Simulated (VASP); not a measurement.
Input of a VASP 6.6.1 run:

File INCAR:

```
SYSTEM = Ag
  ALGO = Fast
  EDIFF = 1E-6
  ENCUT = 520
  GGA = PE
  ISIF = 2
  ISMEAR = 0
  LASPH = .TRUE.
  LCHARG = .FALSE.
  LREAL = .FALSE.
  LWAVE = .FALSE.
  NBANDS = 12
  NELM = 60
  PREC = Accurate
  SIGMA = 0.1
```

KPOINTS

```
k-points
0
G
  18 18 18
  0 0 0
```

POSCAR

```
Ag
1.0
   -1.6202230044      1.6202230044      1.6202230044
    1.6202230044     -1.6202230044      1.6202230044
    1.6202230044      1.6202230044     -1.6202230044
Ag
1
Direct
    0.0000000000      0.0000000000      0.0000000000
```

Potentials or basis: VASP PAW PBE potentials, release 64 (Ag).

Command:

```sh
$ cat potpaw_PBE.64/Ag/POTCAR > POTCAR
$ mpirun -np 1 vasp_std > vasp.out
```

**Question.** Predict the band gap on the k mesh.

**Answer.** Zero (an odd number of electrons rules out a gap without spin polarisation).

**Question.** What does it give for the pressure?

**Answer.** 5.7 GPa.

Caveat: the cell differs from its parent crystal (strained); the cell stands under pressure.
